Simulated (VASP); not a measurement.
The system is MgO.

```
Mg O
1.0
     2.65982    0.00000    0.00000
     0.00000    2.65982    0.00000
     0.00000    0.00000    2.65982
Mg O
1 1
Direct
  0.00000 0.00000 0.00000
  0.50000 0.50000 0.50000
```

| Quantity | Value |
| --- | --- |
| Program | VASP 6.6.1 |
| Task | relaxation of cell and atoms |
| Functional | LDA |
| Potentials or basis | VASP PAW LDA potentials, release 64 (Mg_sv, O) |
| Cutoff | 840 eV |
| k mesh | 8 × 8 × 8 |
| Occupations | fermi-dirac, width 0.02 eV |
| Spin | no spin polarisation |

At the start: pressure -9.7 GPa; volume 9.41 Å³/atom.

Question: How do energy, volume and symmetry change on relaxing?

Answer: Over 3 steps the energy falls by 19.4 meV/atom and the volume is 8.80 Å³/atom (-6.5 %); space group Pm-3m (No. 221, to 0.1 Å) before and after.

The path:
```tsv
step	energy change (eV)	largest force (eV/Å)	pressure (GPa)	volume (Å³)
1	0.0000	0.0000	-9.68	18.82
2	-0.0363	0.0000	2.82	17.31
3	-0.0388	0.0000	0.03	17.60
```

Final structure:
```
Mg O
1.0
     2.60108    0.00000    0.00000
     0.00000    2.60108    0.00000
     0.00000    0.00000    2.60108
Mg O
1 1
Cartesian
  0.0000 0.0000 0.0000
  1.3005 1.3005 1.3005
```

Caveat: the structure was generated, so it needn't be the stable form of MgO.
